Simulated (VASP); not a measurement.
# Si3N4 (Fd-3m) in VASP: notebook

Runs on Si3N4. Level: PBEsol. Tasks: single point, relaxation of cell and atoms.

Everything below comes from runs of VASP 6.6.1. Logs are shortened: lines on timing, memory, paths and dates and some standing lists are left out, and cuts for length are marked.

## 1. The cell of the first run

The structure is cubic, space group Fd-3m (No. 227). The conventional cell has a = 7.787 Å, b = 7.787 Å, c = 7.787 Å, α = 90.00°, β = 90.00°, γ = 90.00°. Within 2.5 Å of Si (site symmetry -3m) lie 6 N at 1.89 Å. Within 2.4 Å of Si (site symmetry -43m) lie 4 N at 1.79 Å. N (site symmetry 3m) has 4 Si at 1.79 to 1.89 Å within 2.4 Å.

## 2. Single point, PBEsol

INCAR

```
PREC = Accurate
ENCUT = 520
EDIFF = 1E-7
ISMEAR = 0
SIGMA = 0.1
LREAL = False
LASPH = True
NELM = 80
ALGO = Normal
ISIF = 2
LWAVE = False
LCHARG = True
GGA = PS
LELF = True
LVHAR = True
NBANDS = 45
```

KPOINTS

```
Automatic mesh
0
Gamma
  4 4 4
```

POSCAR

```
Si3N4
1.0
    0.0000000000      3.8937180000      3.8937180000
    3.8937180000      0.0000000000      3.8937180000
    3.8937180000      3.8937180000      0.0000000000
Si N
6 8
Direct
    0.6250000000      0.6250000000      0.1250000000
    0.6250000000      0.1250000000      0.6250000000
    0.1250000000      0.6250000000      0.6250000000
    0.6250000000      0.6250000000      0.6250000000
    0.2500000000      0.2500000000      0.2500000000
    0.0000000000      0.0000000000      0.0000000000
    0.8675630000      0.8675630000      0.8675630000
    0.8526890000      0.3824370000      0.3824370000
    0.3824370000      0.3824370000      0.8526890000
    0.3824370000      0.8526890000      0.3824370000
    0.8675630000      0.8675630000      0.3973110000
    0.8675630000      0.3973110000      0.8675630000
    0.3824370000      0.3824370000      0.3824370000
    0.3973110000      0.8675630000      0.8675630000
```

Potentials or basis: VASP PAW PBE potentials, release 64 (Si, N).

Command:

```sh
$ cat potpaw_PBE.64/Si/POTCAR potpaw_PBE.64/N/POTCAR > POTCAR
$ mpirun -np 1 vasp_std > vasp.out
```

OUTCAR:

```text
PREC = Accurate
   ENCUT = 520
   EDIFF = 1E-7
   ISMEAR = 0
   LREAL = False
   LASPH = True
   NELM = 80
   ISIF = 2
   GGA = PS

 ion  position               nearest neighbor table
   1  0.625  0.625  0.125-   7 1.89  13 1.89  10 1.89  12 1.89   8 1.89  14 1.89   4 2.75   2 2.75
                             3 2.75   4 2.75   2 2.75   3 2.75
   2  0.625  0.125  0.625-   7 1.89  13 1.89   9 1.89  11 1.89   8 1.89  14 1.89   4 2.75   1 2.75
                             1 2.75   3 2.75   4 2.75   3 2.75
   3  0.125  0.625  0.625-   7 1.89  13 1.89  10 1.89  11 1.89  12 1.89   9 1.89   4 2.75   1 2.75
                             2 2.75   1 2.75   2 2.75   4 2.75
   4  0.625  0.625  0.625-   9 1.89  11 1.89  10 1.89   8 1.89  12 1.89  14 1.89   1 2.75   2 2.75
                             3 2.75   1 2.75   2 2.75   3 2.75
   5  0.250  0.250  0.250-   8 1.79   9 1.79  10 1.79  13 1.79
   6  0.000  0.000  0.000-  11 1.79  12 1.79  14 1.79   7 1.79
   7  0.868  0.868  0.868-   6 1.79   2 1.89   3 1.89   1 1.89
   8  0.853  0.382  0.382-   5 1.79   4 1.89   1 1.89   2 1.89
   9  0.382  0.382  0.853-   5 1.79   4 1.89   2 1.89   3 1.89
  10  0.382  0.853  0.382-   5 1.79   4 1.89   1 1.89   3 1.89
  11  0.868  0.868  0.397-   6 1.79   4 1.89   2 1.89   3 1.89
  12  0.868  0.397  0.868-   6 1.79   4 1.89   1 1.89   3 1.89
  13  0.382  0.382  0.382-   5 1.79   2 1.89   3 1.89   1 1.89
  14  0.397  0.868  0.868-   6 1.79   4 1.89   1 1.89   2 1.89

  LATTYP: Found a face centered cubic cell.
 ALAT       =     7.7874360000

  Lattice vectors:

 A1 = (   0.0000000000,   3.8937180000,   3.8937180000)
 A2 = (   3.8937180000,   0.0000000000,   3.8937180000)
 A3 = (   3.8937180000,   3.8937180000,   0.0000000000)

Analysis of symmetry for initial positions (statically):
=====================================================================
 Subroutine PRICEL returns:
 Original cell was already a primitive cell.

 Routine SETGRP: Setting up the symmetry group for a
 face centered cubic supercell.

 Subroutine GETGRP returns: Found 48 space group operations
 (whereof 24 operations were pure point group operations)
 out of a pool of 48 trial point group operations.

The static configuration has the point symmetry T_d .
 The point group associated with its full space group is O_h .

Analysis of symmetry for dynamics (positions and initial velocities):
=====================================================================
 Subroutine PRICEL returns:
 Original cell was already a primitive cell.

 Routine SETGRP: Setting up the symmetry group for a
 face centered cubic supercell.

 Subroutine GETGRP returns: Found 48 space group operations
 (whereof 24 operations were pure point group operations)
 out of a pool of 48 trial point group operations.

The dynamic configuration has the point symmetry T_d .
 The point group associated with its full space group is O_h .

 Subroutine INISYM returns: Found 48 space group operations
 (whereof 24 operations are pure point group operations),
 and found     1 'primitive' translations

----------------------------------------------------------------------------------------

                                     Primitive cell

  volume of cell :     118.0656

  direct lattice vectors                    reciprocal lattice vectors
     0.000000000  3.893718000  3.893718000    -0.128411970  0.128411970  0.128411970
     3.893718000  0.000000000  3.893718000     0.128411970 -0.128411970  0.128411970
     3.893718000  3.893718000  0.000000000     0.128411970  0.128411970 -0.128411970

  length of vectors
     5.506548804  5.506548804  5.506548804     0.222416057  0.222416057  0.222416057

  position of ions in fractional coordinates (direct lattice)
     0.625000000  0.625000000  0.125000000
     0.625000000  0.125000000  0.625000000
     0.125000000  0.625000000  0.625000000
     0.625000000  0.625000000  0.625000000
     0.250000000  0.250000000  0.250000000
     0.000000000  0.000000000  0.000000000
     0.867563000  0.867563000  0.867563000
     0.852689000  0.382437000  0.382437000
     0.382437000  0.382437000  0.852689000
     0.382437000  0.852689000  0.382437000
     0.867563000  0.867563000  0.397311000
     0.867563000  0.397311000  0.867563000
     0.382437000  0.382437000  0.382437000
     0.397311000  0.867563000  0.867563000

  ion indices of the primitive-cell ions
   primitive index   ion index
                 1           1
                 2           2
                 3           3
                 4           4
                 5           5
                 6           6
                 7           7
                 8           8
                 9           9
                10          10
                11          11
                12          12
                13          13
                14          14

----------------------------------------------------------------------------------------

 KPOINTS: Automatic mesh

[... 71 lines left out ...]
  volume/ion in A,a.u.               =       8.43        56.91
  Fermi-wavevector in a.u.,A,eV,Ry     =   1.334833  2.522469 24.242584  1.781780
  Thomas-Fermi vector in A             =   2.463584
   LORBIT       =      0    0 simple, 1 ext, 2 COOP (PROOUT), +10 PAW based schemes
   GGA     = PS    functional components
   LHFCALC =     F    Hartree Fock is set to
   AEXX    =    0.0000 exact exchange contribution
   IVDW    =     0    specifies the selected vdW correction
   LEPSILON=     F    determine dielectric tensor
   LRPA    =     F    only Hartree local field effects (RPA)
 non-spin polarized calculation
 Gauss-broadening in eV      SIGMA  =   0.10
  energy-cutoff  :      520.00
  volume of cell :      118.07
 maximum number of plane-waves:      3218
 NGX is ok and might be reduce to    42
   NGX = 21   NGY = 21   NGZ = 21

 number of electron      64.0000005 magnetization

 Free energy of the ion-electron system (eV)
  ---------------------------------------------------
  ext. energy  EPLUGINS =         0.00000000
  ---------------------------------------------------
  free energy    TOTEN  =      -119.26162399 eV

  energy without entropy =     -119.26162399  energy(sigma->0) =     -119.26162399

 E-fermi :   9.4478     XC(G=0): -12.4043

 val. band max:        9.0048340901   @ k =  -0.2500   0.2500   0.0000
 cond. band min:      12.2466572165   @ k =   0.0000   0.0000   0.0000
 fundamental gap:      3.2418231264
 Fermi energy:         9.4477510445

 k-point     1 :       0.0000    0.0000    0.0000
  band No.  band energies     occupation
      1      -9.7422      2.00000
      2      -6.4309      2.00000
      3      -5.4997      2.00000
      4      -5.4997      2.00000
      5      -5.4997      2.00000
      6      -4.5205      2.00000
[... 36 lines left out ...]
     43      16.7034      0.00000
     44      18.4841      0.00000

 k-point     2 :       0.2500    0.0000    0.0000
  band No.  band energies     occupation
      1      -9.4131      2.00000
      2      -6.9305      2.00000
      3      -5.9633      2.00000
      4      -5.4372      2.00000
      5      -5.4372      2.00000
      6      -4.7706      2.00000
[... 36 lines left out ...]
     43      17.6072      0.00000
     44      17.7113      0.00000

 k-point     3 :       0.5000    0.0000    0.0000
  band No.  band energies     occupation
      1      -8.7450      2.00000
      2      -7.9627      2.00000
      3      -5.9943      2.00000
      4      -5.2863      2.00000
      5      -5.2863      2.00000
      6      -5.0715      2.00000
[... 224 lines left out ...]
     43      19.4177      0.00000
     44      19.4178      0.00000

 k-point     8 :      -0.2500    0.5000    0.2500
  band No.  band energies     occupation
      1      -8.0031      2.00000
      2      -8.0031      2.00000
      3      -6.8118      2.00000
      4      -6.8118      2.00000
      5      -4.8687      2.00000
      6      -4.8687      2.00000
[... 36 lines left out ...]
     43      18.8197      0.00000
     44      18.8197      0.00000
 [bands above 44 left out]

------------------------ aborting loop because EDIFF is reached ----------------------------------------

  FORCE on cell =-STRESS in cart. coord.  units (eV):
  Direction    XX          YY          ZZ          XY          YZ          ZX
  --------------------------------------------------------------------------------------
  -------------------------------------------------------------------------------------
  Total       -3.5126132     -3.5126132     -3.5126132      0.0000000     -0.0000000      0.0000000
  in kB      -47.6669573    -47.6669573    -47.6669573      0.0000000     -0.0000000      0.0000000
  external PRESSURE =     -47.6669573 kB  Pullay stress =       0.0000000 kB

 VOLUME and BASIS-vectors are now :
 -----------------------------------------------------------------------------
  energy-cutoff  :      520.00
  volume of cell :      118.07
      direct lattice vectors                 reciprocal lattice vectors
     0.000000000  3.893718000  3.893718000    -0.128411970  0.128411970  0.128411970
     3.893718000  0.000000000  3.893718000     0.128411970 -0.128411970  0.128411970
     3.893718000  3.893718000  0.000000000     0.128411970  0.128411970 -0.128411970

 POSITION                                       TOTAL-FORCE (eV/Angst)
 -----------------------------------------------------------------------------------
      2.92029      2.92029      4.86715         0.000000      0.000000     -0.000000
      2.92029      4.86715      2.92029         0.000000      0.000000      0.000000
      4.86715      2.92029      2.92029         0.000000      0.000000      0.000000
      4.86715      4.86715      4.86715         0.000000      0.000000     -0.000000
      1.94686      1.94686      1.94686         0.000000      0.000000     -0.000000
      0.00000      0.00000      0.00000         0.000000      0.000000      0.000000
      6.75609      6.75609      6.75609        -0.033784     -0.033784     -0.033784
      2.97820      4.80923      4.80923         0.033784     -0.033784     -0.033784
      4.80923      4.80923      2.97820        -0.033784     -0.033784      0.033784
      4.80923      2.97820      4.80923        -0.033784      0.033784     -0.033784
      4.92506      4.92506      6.75609         0.033784      0.033784     -0.033784
      4.92506      6.75609      4.92506         0.033784     -0.033784      0.033784
      2.97820      2.97820      2.97820         0.033784      0.033784      0.033784
      6.75609      4.92506      4.92506        -0.033784      0.033784      0.033784
 -----------------------------------------------------------------------------------
    total drift:                               -0.000000     -0.000000      0.000000

  FREE ENERGIE OF THE ION-ELECTRON SYSTEM (eV)
  ---------------------------------------------------
  free  energy   TOTEN  =      -119.2616239889 eV

  energy  without entropy=     -119.2616239889  energy(sigma->0) =     -119.26162399
```

Run time: 30 s. Hardware: 1 thread of Intel Xeon 6975P-C (Granite Rapids), shared host; peak memory 0.25 GiB.

What came out:

| Quantity | Value |
| --- | --- |
| Free energy | -119.2616 eV |
| Pressure | -4.8 GPa |
| Largest force | 0.059 eV/Å |
| Band gap on the k mesh | 3.24 eV (least direct gap 3.25 eV) |

Forces in eV/Å, atoms in the order of the input:
```
Si   0.000  0.000  0.000
Si   0.000  0.000  0.000
Si   0.000  0.000  0.000
Si   0.000  0.000  0.000
Si   0.000  0.000  0.000
Si   0.000  0.000  0.000
N   -0.034 -0.034 -0.034
N    0.034 -0.034 -0.034
N   -0.034 -0.034  0.034
N   -0.034  0.034 -0.034
N    0.034  0.034 -0.034
N    0.034 -0.034  0.034
N    0.034  0.034  0.034
N   -0.034  0.034  0.034
```

Caveat: the cell stands under tension; the PAW data sets were made with another functional, which shifts forces and pressure a little. A k mesh can miss the band edges.

## 3. Single point, PBEsol

This run uses another cell than the first one, of 8.29 Å³/atom.

INCAR

```
ALGO = Normal
EDIFF = 1E-6
ENCUT = 520
GGA = PS
ISIF = 2
ISMEAR = 0
LASPH = True
LCHARG = False
LREAL = False
LWAVE = False
NBANDS = 45
NELM = 80
PREC = Accurate
SIGMA = 0.02
```

KPOINTS

```
k-points
0
Gamma
  6 6 6
```

POSCAR

```
Si3N4
1.0
    0.0000000000      3.8716276616      3.8716276616
    3.8716276616      0.0000000000      3.8716276616
    3.8716276616      3.8716276616      0.0000000000
Si N
6 8
Direct
    0.6250000000      0.6250000000      0.1250000000
    0.6250000000      0.1250000000      0.6250000000
    0.1250000000      0.6250000000      0.6250000000
    0.6250000000      0.6250000000      0.6250000000
    0.2500000000      0.2500000000      0.2500000000
    0.0000000000      0.0000000000      0.0000000000
    0.8675487607      0.8675487607      0.8675487607
    0.8526462820      0.3824512393      0.3824512393
    0.3824512393      0.3824512393      0.8526462820
    0.3824512393      0.8526462820      0.3824512393
    0.8675487607      0.8675487607      0.3973537180
    0.8675487607      0.3973537180      0.8675487607
    0.3824512393      0.3824512393      0.3824512393
    0.3973537180      0.8675487607      0.8675487607
```

Potentials or basis: VASP PAW PBE potentials, release 64 (Si, N).

Command:

```sh
$ cat potpaw_PBE.64/Si/POTCAR potpaw_PBE.64/N/POTCAR > POTCAR
$ mpirun -np 1 vasp_std > vasp.out
```

Wall time 45 s (1 thread of Intel Xeon 6975P-C (Granite Rapids), shared host); peak memory 0.26 GiB.

The run converged. Its results:

```
Free energy            : -119.2917 eV
Pressure               : 0.4 GPa
Largest force          : 0.010 eV/Å
Band gap on the k mesh : 3.28 eV (least direct gap 3.32 eV)
```

Forces on the atoms (eV/Å):
```
Si   0.000  0.000  0.000
Si   0.000  0.000  0.000
Si   0.000  0.000  0.000
Si   0.000  0.000  0.000
Si   0.000  0.000  0.000
Si   0.000  0.000  0.000
N    0.006  0.006  0.006
N   -0.006  0.006  0.006
N    0.006  0.006 -0.006
N    0.006 -0.006  0.006
N   -0.006 -0.006  0.006
N   -0.006  0.006 -0.006
N   -0.006 -0.006 -0.006
N    0.006 -0.006 -0.006
```

Levels at points of the mesh, in eV from the valence-band top:
```tsv
k point	band 29	band 30	band 31	band 32	band 33	band 34	band 35	band 36
(0.00, 0.00, 0.00)	-0.18	-0.03	-0.03	-0.03	3.28	3.28	3.28	4.89
(0.50, 0.00, 0.00)	-0.48	-0.48	-0.36	-0.36	4.87	5.66	5.66	6.31
(0.50, 0.50, 0.00)	-1.13	-1.13	-0.46	-0.46	6.59	6.59	6.91	6.91
```

Caveat: the PAW data sets were made with another functional, which shifts forces and pressure a little.

## 4. Relaxation of cell and atoms, PBEsol

INCAR

```
SYSTEM = Si3N4
  PREC = Accurate
  ENCUT = 600
  EDIFF = 1E-6
  ISMEAR = 0
  SIGMA = 0.02
  LREAL = .FALSE.
  LASPH = .TRUE.
  NELM = 100
  ALGO = Normal
  ISIF = 3
  LWAVE = .FALSE.
  LCHARG = .FALSE.
  GGA = PS
  IBRION = 2
  NSW = 100
  EDIFFG = -0.002
```

KPOINTS

```
regular mesh
0
G
  6 6 6
  0 0 0
```

POSCAR

```
Si3N4
1.0
    0.0000000000      3.8937180000      3.8937180000
    3.8937180000      0.0000000000      3.8937180000
    3.8937180000      3.8937180000      0.0000000000
Si N
6 8
Direct
    0.6250000000      0.6250000000      0.1250000000
    0.6250000000      0.1250000000      0.6250000000
    0.1250000000      0.6250000000      0.6250000000
    0.6250000000      0.6250000000      0.6250000000
    0.2500000000      0.2500000000      0.2500000000
    0.0000000000      0.0000000000      0.0000000000
    0.8675630000      0.8675630000      0.8675630000
    0.8526890000      0.3824370000      0.3824370000
    0.3824370000      0.3824370000      0.8526890000
    0.3824370000      0.8526890000      0.3824370000
    0.8675630000      0.8675630000      0.3973110000
    0.8675630000      0.3973110000      0.8675630000
    0.3824370000      0.3824370000      0.3824370000
    0.3973110000      0.8675630000      0.8675630000
```

Command:

```sh
$ cat potpaw_PBE.64/Si/POTCAR potpaw_PBE.64/N/POTCAR > POTCAR
$ mpirun -np 1 vasp_std > vasp.out
```

Run time: 3.9 min. Hardware: 1 thread of Intel Xeon 6975P-C (Granite Rapids), shared host; peak memory 0.35 GiB.

The run converged. Its results:

```yaml
Free_energy: -119.3097 eV
Relaxed_volume: 8.30 Å³/atom
Relaxed_cell: a = 5.477 Å, b = 5.477 Å, c = 5.477 Å, α = 60.00°, β = 60.00°, γ = 60.00°
Space_group_after_relaxing_to_0.1_Å: Fd-3m (No. 227)
Energy_gained_by_relaxing: 2.1 meV/atom
Ionic_steps: 9
Pressure_after_relaxing: 0.0 GPa
Band_gap_on_the_k_mesh: 3.28 eV (least direct gap 3.31 eV)
```

The path:
| step | energy change (eV) | largest force (eV/Å) | pressure (GPa) | volume (Å³) |
| --- | --- | --- | --- | --- |
| 1 | 0.0000 | 0.0597 | -4.90 | 118.07 |
| 2 | 0.0250 | 0.2156 | 7.02 | 113.71 |
| 3 | -0.0296 | 0.0528 | -0.06 | 116.19 |
| 4 | -0.0296 | 0.0552 | 0.04 | 116.16 |
| 5 | -0.0296 | 0.0525 | 0.13 | 116.09 |
| 6 | -0.0298 | 0.0023 | 0.08 | 116.12 |
| 7 | -0.0298 | 0.0006 | 0.08 | 116.12 |
| 8 | -0.0298 | 0.0032 | -0.07 | 116.18 |
| 9 | -0.0299 | 0.0016 | 0.00 | 116.15 |

Final structure:
```
Si N
1.0
     0.00000    3.87255    3.87255
     3.87255    0.00000    3.87255
     3.87255    3.87255    0.00000
Si N
6 8
Direct
  0.62500 0.62500 0.12500
  0.62500 0.12500 0.62500
  0.12500 0.62500 0.62500
  0.62500 0.62500 0.62500
  0.25000 0.25000 0.25000
  0.00000 0.00000 0.00000
  0.86756 0.86756 0.86756
  0.85269 0.38244 0.38244
  0.38244 0.38244 0.85269
  0.38244 0.85269 0.38244
  0.86756 0.86756 0.39731
  0.86756 0.39731 0.86756
  0.38244 0.38244 0.38244
  0.39731 0.86756 0.86756
```

Levels at points of the mesh, in eV from the valence-band top:
| k point | band 30 | band 31 | band 32 | band 33 | band 34 | band 35 |
| --- | --- | --- | --- | --- | --- | --- |
| (0.00, 0.00, 0.00) | -0.04 | -0.04 | -0.04 | 3.28 | 3.28 | 3.28 |
| (0.50, 0.00, 0.00) | -0.48 | -0.36 | -0.36 | 4.86 | 5.66 | 5.66 |
| (0.50, 0.50, 0.00) | -1.13 | -0.46 | -0.46 | 6.58 | 6.58 | 6.91 |

Caveat: the PAW data sets were made with another functional, which shifts forces and pressure a little.

## 5. Overview

| task | cell | k mesh | cutoff (eV) | smearing | gap on the mesh (eV) | pressure (GPa) | largest force (eV/Å) |
| --- | --- | --- | --- | --- | --- | --- | --- |
| single point | a = 5.507 Å, angles 60.0°, 14 atoms | 4 × 4 × 4 | 520 | gaussian 0.1 eV | 3.24 | -4.8 | 0.06 |
| single point | a = 5.475 Å, angles 60.0°, 14 atoms | 6 × 6 × 6 | 520 | gaussian 0.02 eV | 3.28 | 0.4 | 0.01 |
| relaxation of cell and atoms | relaxed from a = 5.507 Å, angles 60.0°, 14 atoms | 6 × 6 × 6 | 600 | gaussian 0.02 eV | 3.28 | 0.0 | - |

Alike in all rows: level PBEsol; potentials or basis VASP PAW PBE potentials, release 64 (Si, N); no spin polarisation.

Caveats: the PAW data sets were made with another functional, which shifts forces and pressure a little; the cell stands under tension (at least some runs).

Absolute energies hang on the potentials; compare differences alone.
